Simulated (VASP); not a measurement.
CdO:

```
Cd O
1.0
     0.00000    2.33373    2.33373
     2.33373    0.00000    2.33373
     2.33373    2.33373    0.00000
Cd O
1 1
Cartesian
  0.0000 0.0000 0.0000
  2.3337 2.3337 2.3337
```

Base run:

| Property | Result |
| --- | --- |
| Program | VASP 6.6.1 |
| Functional | BLYP |
| Dispersion | D3(BJ) |
| Potentials or basis | VASP PAW PBE potentials, release 64 (Cd_sv_GW, O) |
| Cutoff | 700 eV |
| k mesh | 10 × 10 × 10 |
| Occupations | fermi-dirac, width 0.05 eV |
| Spin | no spin polarisation |

Its results: band gap on the k mesh zero (bands 13 and 14 overlap by 0.21 eV); pressure 7.1 GPa.

After a change of settings the same cell gave: band gap on the k mesh zero (bands 13 and 14 overlap by 0.21 eV); pressure 15.2 GPa. Which change was it?
A. dispersion from D3(BJ) to none
B. functional from BLYP to PBE
C. functional from BLYP to revPBE; dispersion from D3(BJ) to none

A.

Dispersion adds attraction, which lowers the pressure at fixed volume and, as a term added to the energy, leaves the levels alone.

Caveats: the cell stands under pressure; semilocal functionals underestimate gaps, and a narrow one can read as zero; the PAW data sets were made with another functional, which shifts forces and pressure a little.
